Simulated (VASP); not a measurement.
# CdS (F-43m) in VASP: further runs, part 2 of 2

VASP 6.6.1.

**4. Relaxation of cell and atoms, r2SCAN**

This run uses another cell than the first one, of 24.81 Å³/atom.

The input, POSCAR:

```
CdS
1.0
    0.0000000000      2.9165000000      2.9165000000
    2.9165000000      0.0000000000      2.9165000000
    2.9165000000      2.9165000000      0.0000000000
Cd S
1 1
Direct
    0.0000000000      0.0000000000      0.0000000000
    0.7500000000      0.7500000000      0.7500000000
```

The input, INCAR.step1:

```
PREC     = Accurate       # precision mode
ENCUT    = 600            # plane-wave cutoff, eV
ISMEAR   = 0              # smearing method
SIGMA    = 0.01           # smearing width, eV
LREAL    = F              # projectors in reciprocal space
LASPH    = T              # aspherical terms in the spheres
NELM     = 100            # most SCF steps
GGA      = PE             # functional
ALGO     = Normal         # electronic algorithm
EDIFF    = 1E-4           # SCF threshold, eV
LWAVE    = T              # write WAVECAR
LCHARG   = F              # write CHGCAR
```

The input, INCAR.step2:

```
PREC     = Accurate       # precision mode
ENCUT    = 600            # plane-wave cutoff, eV
EDIFF    = 1E-6           # SCF threshold, eV
ISMEAR   = 0              # smearing method
SIGMA    = 0.01           # smearing width, eV
LREAL    = F              # projectors in reciprocal space
LASPH    = T              # aspherical terms in the spheres
NELM     = 100            # most SCF steps
ALGO     = Normal         # electronic algorithm
ISIF     = 3              # what is computed and relaxed
LWAVE    = F              # write WAVECAR
LCHARG   = F              # write CHGCAR
METAGGA  = R2SCAN         # meta-GGA
LMIXTAU  = T            
IBRION   = 2              # ionic algorithm
NSW      = 100            # ionic steps
EDIFFG   = -0.002         # ionic threshold
ISTART   = 1
```

The input, KPOINTS:

```
Automatic mesh
0
Gamma
  8 8 8
```

Potentials or basis: VASP PAW PBE potentials, release 64 (Cd, S).

On the command line:

```
$ cat potpaw_PBE.64/Cd/POTCAR potpaw_PBE.64/S/POTCAR > POTCAR
$ cp INCAR.step1 INCAR
$ mpirun -np 1 vasp_std > vasp.out
$ cp INCAR.step2 INCAR
$ mpirun -np 1 vasp_std > vasp.out
```

OUTCAR:

```text
PREC = Accurate
   ENCUT = 600
   EDIFF = 1E-6
   ISMEAR = 0
   LREAL = F
   LASPH = T
   NELM = 100
   ISIF = 3
   METAGGA = R2SCAN
   IBRION = 2
   NSW = 100
   EDIFFG = -0.002
   ISTART = 1

 ion  position               nearest neighbor table
   1  0.000  0.000  0.000-   2 2.53   2 2.53   2 2.53   2 2.53
   2  0.750  0.750  0.750-   1 2.53   1 2.53   1 2.53   1 2.53

  LATTYP: Found a face centered cubic cell.
 ALAT       =     5.8330000000

  Lattice vectors:

 A1 = (   0.0000000000,   2.9165000000,   2.9165000000)
 A2 = (   2.9165000000,   0.0000000000,   2.9165000000)
 A3 = (   2.9165000000,   2.9165000000,   0.0000000000)

Analysis of symmetry for initial positions (statically):
[... 261 lines left out ...]
 fundamental gap:      1.5288563250
 Fermi energy:         0.8833145959

 k-point     1 :       0.0000    0.0000    0.0000
  band No.  band energies     occupation
      1     -11.8878      2.00000
      2      -7.0540      2.00000
      3      -7.0540      2.00000
      4      -7.0540      2.00000
      5      -6.5792      2.00000
      6      -6.5792      2.00000
      7       0.8191      2.00000
      8       0.8191      2.00000
      9       0.8191      2.00000
     10       2.3480      0.00000
     11       7.8987      0.00000
     12       7.8987      0.00000
     13       7.8987      0.00000
[... 354 lines left out ...]
  band No.  band energies     occupation
      1     -11.4226      2.00000
      2      -6.8883      2.00000
      3      -6.8553      2.00000
      4      -6.6022      2.00000
      5      -6.5536      2.00000
      6      -6.1094      2.00000
      7      -3.1869      2.00000
      8      -1.0589      2.00000
      9      -0.3648      2.00000
     10       5.6079      0.00000
     11       6.9812      0.00000
     12       8.5019      0.00000
     13       9.6426      0.00000

 [... further k-points ...]
[... 5 lines left out ...]
  --------------------------------------------------------------------------------------
  -------------------------------------------------------------------------------------
  Total        0.0004860      0.0004860      0.0004860     -0.0000000      0.0000000      0.0000000
  in kB        0.0152714      0.0152714      0.0152714     -0.0000000      0.0000000      0.0000000
  external PRESSURE =       0.0152714 kB  Pullay stress =       0.0000000 kB
[... 17 lines left out ...]
  FREE ENERGIE OF THE ION-ELECTRON SYSTEM (eV)
  ---------------------------------------------------
  free  energy   TOTEN  =       -29.6858463517 eV

  energy  without entropy=      -29.6858463517  energy(sigma->0) =      -29.68584635

 reached required accuracy - stopping structural energy minimisation
```

OUTCAR.step1:

```text
PREC = Accurate
   ENCUT = 600
   ISMEAR = 0
   LREAL = F
   LASPH = T
[... 605 lines left out ...]
 -----------------------------------------------------------------------------------
      0.00000      0.00000      0.00000         0.000000      0.000000      0.000000
      4.37475      4.37475      4.37475        -0.000000     -0.000000     -0.000000
 -----------------------------------------------------------------------------------
    total drift:                                0.000000      0.000000      0.000000

  FREE ENERGIE OF THE ION-ELECTRON SYSTEM (eV)
  ---------------------------------------------------
  free  energy   TOTEN  =        -6.1211669301 eV

  energy  without entropy=       -6.1211669301  energy(sigma->0) =       -6.12116693
```

It took 8.3 min on 1 thread of AMD EPYC 7R43 (Zen 3), shared host; peak memory 0.2 GiB.

What came out:

| Quantity | Value |
| --- | --- |
| Free energy | -29.6858 eV |
| Relaxed volume | 25.49 Å³/atom |
| Relaxed cell | a = 4.162 Å, b = 4.162 Å, c = 4.162 Å, α = 60.00°, β = 60.00°, γ = 60.00° |
| Space group after relaxing (to 0.1 Å) | F-43m (No. 216) |
| Energy gained by relaxing | 3.7 meV/atom |
| Ionic steps | 3 |
| Pressure after relaxing | 0.0 GPa |
| Band gap on the k mesh | 1.53 eV |

Step by step:
| step | energy change (eV) | largest force (eV/Å) | pressure (GPa) | volume (Å³) |
| --- | --- | --- | --- | --- |
| 1 | 0.0000 | 0.0000 | 1.76 | 49.62 |
| 2 | -0.0060 | 0.0000 | -0.70 | 51.60 |
| 3 | -0.0073 | 0.0000 | 0.00 | 50.99 |

Final structure:
```
CELL_PARAMETERS angstrom
0.00000 2.94313 2.94313
2.94313 0.00000 2.94313
2.94313 2.94313 0.00000
ATOMIC_POSITIONS crystal
Cd 0.00000 0.00000 0.00000
S 0.75000 0.75000 0.75000
```

Levels at points of the mesh, in eV from the valence-band top:
| k point | band 5 | band 6 | band 7 | band 8 | band 9 | band 10 | band 11 | band 12 | band 13 |
| --- | --- | --- | --- | --- | --- | --- | --- | --- | --- |
| (0.00, 0.00, 0.00) | -7.40 | -7.40 | 0.00 | 0.00 | 0.00 | 1.53 | 7.08 | 7.08 | 7.08 |
| (0.50, 0.00, 0.00) | -7.36 | -7.04 | -4.30 | -0.73 | -0.73 | 3.43 | 7.48 | 7.48 | 7.81 |
| (0.50, 0.50, 0.00) | -7.32 | -6.97 | -3.86 | -1.83 | -1.83 | 3.88 | 4.72 | 9.67 | 11.38 |

Caveat: the PAW data sets were made with another functional, which shifts forces and pressure a little. Zero-point motion and thermal expansion aren't in these numbers.

**5. Single point, r2SCAN**

The input, POSCAR:

```
CdS
1.0
   -0.0000593886      2.9392451508      2.9392451508
    2.9392451508     -0.0000593886      2.9392451508
    2.9392451508      2.9392451508     -0.0000593886
Cd S
1 1
Direct
    0.0000009669      0.0000009669      0.0000009669
    0.7499990331      0.7499990331      0.7499990331
```

The input, INCAR.step1:

```
  PREC = Accurate
  ENCUT = 520
  ISMEAR = 0
  SIGMA = 0.01
  LREAL = F
  LASPH = T
  NELM = 80
  NBANDS = 16
  ISYM = 0
  GGA = PE
  ALGO = Normal
  EDIFF = 1E-4
  LWAVE = T
  LCHARG = F
```

The input, INCAR.step2:

```
  PREC = Accurate
  ENCUT = 520
  EDIFF = 1E-7
  ISMEAR = 0
  SIGMA = 0.01
  LREAL = F
  LASPH = T
  NELM = 80
  ALGO = Normal
  ISIF = 2
  LWAVE = F
  LCHARG = F
  METAGGA = R2SCAN
  LMIXTAU = T
  NBANDS = 16
  ISYM = 0
  ISTART = 1
```

The input, KPOINTS:

```
Automatic mesh
0
Gamma
  8 8 8
  0.5 0.5 0.5
```

On the command line:

```
$ cat potpaw_PBE.64/Cd/POTCAR potpaw_PBE.64/S/POTCAR > POTCAR
$ cp INCAR.step1 INCAR
$ mpirun -np 1 vasp_std > vasp.out
$ cp INCAR.step2 INCAR
$ mpirun -np 1 vasp_std > vasp.out
```

Wall time 61 min (1 thread of AMD EPYC 7R43 (Zen 3), shared host); peak memory 0.82 GiB.

Results (log left out):

* Free energy: -29.6862 eV
* Pressure: 0.3 GPa
* Band gap on the k mesh: 1.85 eV

Levels at points of the mesh, in eV from the valence-band top:
```tsv
k point	band 5	band 6	band 7	band 8	band 9	band 10	band 11	band 12	band 13	band 14
(0.06, 0.06, 0.06)	-7.37	-7.37	-0.29	0.00	0.00	1.85	7.01	7.17	7.17	11.77
```

Caveat: the PAW data sets were made with another functional, which shifts forces and pressure a little; a shifted mesh leaves out Γ, where band edges can lie. A k mesh can miss the band edges.

**6. Relaxation of cell and atoms, r2SCAN**

This run uses another cell than the first one, of 24.81 Å³/atom.

The input, POSCAR:

```
CdS
1.0
    0.0000000000      2.9165000000      2.9165000000
    2.9165000000      0.0000000000      2.9165000000
    2.9165000000      2.9165000000      0.0000000000
Cd S
1 1
Direct
    0.0000000000      0.0000000000      0.0000000000
    0.7500000000      0.7500000000      0.7500000000
```

The input, INCAR.step1:

```
SYSTEM = CdS
PREC     = Accurate       ! precision mode
ENCUT    = 600            ! plane-wave cutoff, eV
ISMEAR   = -1             ! smearing method
SIGMA    = 0.1            ! smearing width, eV
LREAL    = .FALSE.        ! projectors in reciprocal space
LASPH    = .TRUE.         ! aspherical terms in the spheres
NELM     = 80             ! most SCF steps
GGA      = PE             ! functional
ALGO     = Normal         ! electronic algorithm
EDIFF    = 1E-4           ! SCF threshold, eV
LWAVE    = .TRUE.         ! write WAVECAR
LCHARG   = .FALSE.        ! write CHGCAR
```

The input, INCAR.step2:

```
SYSTEM = CdS
PREC     = Accurate       ! precision mode
ENCUT    = 600            ! plane-wave cutoff, eV
EDIFF    = 1E-7           ! SCF threshold, eV
ISMEAR   = -1             ! smearing method
SIGMA    = 0.1            ! smearing width, eV
LREAL    = .FALSE.        ! projectors in reciprocal space
LASPH    = .TRUE.         ! aspherical terms in the spheres
NELM     = 80             ! most SCF steps
ALGO     = Normal         ! electronic algorithm
ISIF     = 3              ! what is computed and relaxed
LWAVE    = .FALSE.        ! write WAVECAR
LCHARG   = .FALSE.        ! write CHGCAR
METAGGA  = R2SCAN         ! meta-GGA
LMIXTAU  = .TRUE.       
IBRION   = 2              ! ionic algorithm
NSW      = 100            ! ionic steps
EDIFFG   = -0.002         ! ionic threshold
ISTART   = 1
```

The input, KPOINTS:

```
Automatic mesh
0
G
  12 12 12
  0 0 0
```

Potentials or basis: VASP PAW PBE potentials, release 64 (Cd, S).

On the command line:

```
$ cat potpaw_PBE.64/Cd/POTCAR potpaw_PBE.64/S/POTCAR > POTCAR
$ cp INCAR.step1 INCAR
$ mpirun -np 1 vasp_std > vasp.out
$ cp INCAR.step2 INCAR
$ mpirun -np 1 vasp_std > vasp.out
```

OUTCAR:

```text
SYSTEM = CdS
   PREC = Accurate
   ENCUT = 600
   EDIFF = 1E-7
   ISMEAR = -1
   LREAL = .FALSE.
   LASPH = .TRUE.
   NELM = 80
   ISIF = 3
   METAGGA = R2SCAN
   IBRION = 2
   NSW = 100
   EDIFFG = -0.002
   ISTART = 1

 ion  position               nearest neighbor table
   1  0.000  0.000  0.000-   2 2.53   2 2.53   2 2.53   2 2.53
   2  0.750  0.750  0.750-   1 2.53   1 2.53   1 2.53   1 2.53

  LATTYP: Found a face centered cubic cell.
 ALAT       =     5.8330000000

  Lattice vectors:

 A1 = (   0.0000000000,   2.9165000000,   2.9165000000)
 A2 = (   2.9165000000,   0.0000000000,   2.9165000000)
 A3 = (   2.9165000000,   2.9165000000,   0.0000000000)

Analysis of symmetry for initial positions (statically):
=====================================================================
 Subroutine PRICEL returns:
 Original cell was already a primitive cell.

 Routine SETGRP: Setting up the symmetry group for a
 face centered cubic supercell.

 Subroutine GETGRP returns: Found 24 space group operations
 (whereof 24 operations were pure point group operations)
 out of a pool of 48 trial point group operations.

The static configuration has the point symmetry T_d .

Analysis of symmetry for dynamics (positions and initial velocities):
=====================================================================
[... 169 lines left out ...]
  external PRESSURE =      17.6191786 kB  Pullay stress =       0.0000000 kB
[... 59 lines left out ...]
--------------------------------------- Ionic step        3  -------------------------------------------

 number of electron      17.9999999 magnetization

 Free energy of the ion-electron system (eV)
  ---------------------------------------------------
  ext. energy  EPLUGINS =         0.00000000
  ---------------------------------------------------
  free energy    TOTEN  =       -29.68602838 eV

  energy without entropy =      -29.68602187  energy(sigma->0) =      -29.68602513

 E-fermi :   1.7538     XC(G=0):  -9.5995

 val. band max:        0.8189538614   @ k =   0.0000   0.0000   0.0000
 cond. band min:       2.3480231705   @ k =   0.0000   0.0000   0.0000
 fundamental gap:      1.5290693091
 Fermi energy:         1.7538254011

 k-point     1 :       0.0000    0.0000    0.0000
  band No.  band energies     occupation
      1     -11.8881      2.00000
      2      -7.0539      2.00000
      3      -7.0539      2.00000
      4      -7.0539      2.00000
      5      -6.5791      2.00000
      6      -6.5791      2.00000
      7       0.8190      1.99983
      8       0.8190      1.99983
      9       0.8190      1.99983
     10       2.3480      0.00524
     11       7.8987      0.00000
     12       7.8987      0.00000
     13       7.8987      0.00000
[... 354 lines left out ...]
  band No.  band energies     occupation
      1     -11.4479      2.00000
      2      -6.9071      2.00000
      3      -6.8845      2.00000
      4      -6.5813      2.00000
      5      -6.5542      2.00000
      6      -6.1593      2.00000
      7      -3.2646      2.00000
      8      -0.7747      2.00000
      9      -0.1061      2.00000
     10       5.1585      0.00000
     11       7.2819      0.00000
     12       8.8636      0.00000
     13       8.8909      0.00000

 [... further k-points ...]
[... 5 lines left out ...]
  --------------------------------------------------------------------------------------
  -------------------------------------------------------------------------------------
  Total        0.0012287      0.0012287      0.0012287      0.0000000      0.0000000      0.0000000
  in kB        0.0386091      0.0386091      0.0386091      0.0000000      0.0000000      0.0000000
  external PRESSURE =       0.0386091 kB  Pullay stress =       0.0000000 kB
[... 17 lines left out ...]
  FREE ENERGIE OF THE ION-ELECTRON SYSTEM (eV)
  ---------------------------------------------------
  free  energy   TOTEN  =       -29.6860283808 eV

  energy  without entropy=      -29.6860218740  energy(sigma->0) =      -29.68602513

 reached required accuracy - stopping structural energy minimisation
```

Wall time 22 min (1 thread of AMD EPYC 7R43 (Zen 3), shared host); peak memory 0.24 GiB.

Results:

```
Free energy                           : -29.6860 eV
Relaxed volume                        : 25.49 Å³/atom
Relaxed cell                          : a = 4.162 Å, b = 4.162 Å, c = 4.162 Å, α = 60.00°, β = 60.00°, γ = 60.00°
Space group after relaxing (to 0.1 Å) : F-43m (No. 216)
Energy gained by relaxing             : 3.7 meV/atom
Ionic steps                           : 3
Pressure after relaxing               : 0.0 GPa
Band gap on the k mesh                : 1.53 eV
```

Step by step:
| step | energy change (eV) | largest force (eV/Å) | pressure (GPa) | volume (Å³) |
| --- | --- | --- | --- | --- |
| 1 | 0.0000 | 0.0000 | 1.76 | 49.62 |
| 2 | -0.0060 | 0.0000 | -0.70 | 51.60 |
| 3 | -0.0073 | 0.0000 | 0.00 | 50.99 |

Final structure:
```xyz
2
Lattice="0.0000 2.9431 2.9431 2.9431 0.0000 2.9431 2.9431 2.9431 0.0000" Properties=species:S:1:pos:R:3 pbc="T T T"
Cd    0.0000    0.0000    0.0000
S     4.4147    4.4147    4.4147
```

Caveat: the PAW data sets were made with another functional, which shifts forces and pressure a little. A k mesh can miss the band edges.

**7. Summary**

```csv
task,cell,k mesh,cutoff (eV),smearing,gap on the mesh (eV),pressure (GPa),relaxed volume (Å³/atom)
single point,"a = 4.157 Å, angles 60.0°, 2 atoms",8 × 8 × 8,520,gaussian 0.01 eV,1.54,0.3,-
single point,"a = 4.157 Å, angles 60.0°, 2 atoms",12 × 12 × 12,520,fermi-dirac 0.1 eV,1.54,0.3,-
relaxation of cell and atoms,"relaxed from a = 4.125 Å, angles 60.0°, 2 atoms",8 × 8 × 8,600,gaussian 0.01 eV,1.53,0.0,25.49
single point,"a = 4.157 Å, angles 60.0°, 2 atoms","8 × 8 × 8, shifted",520,gaussian 0.01 eV,1.85,0.3,-
relaxation of cell and atoms,"relaxed from a = 4.125 Å, angles 60.0°, 2 atoms",12 × 12 × 12,600,fermi-dirac 0.1 eV,1.53,0.0,25.49
```

Alike in all rows: level r2SCAN; potentials or basis VASP PAW PBE potentials, release 64 (Cd, S); no spin polarisation.

Caveats: the PAW data sets were made with another functional, which shifts forces and pressure a little; a shifted mesh leaves out Γ, where band edges can lie (at least some runs).

Absolute energies hang on the potentials; compare differences alone.
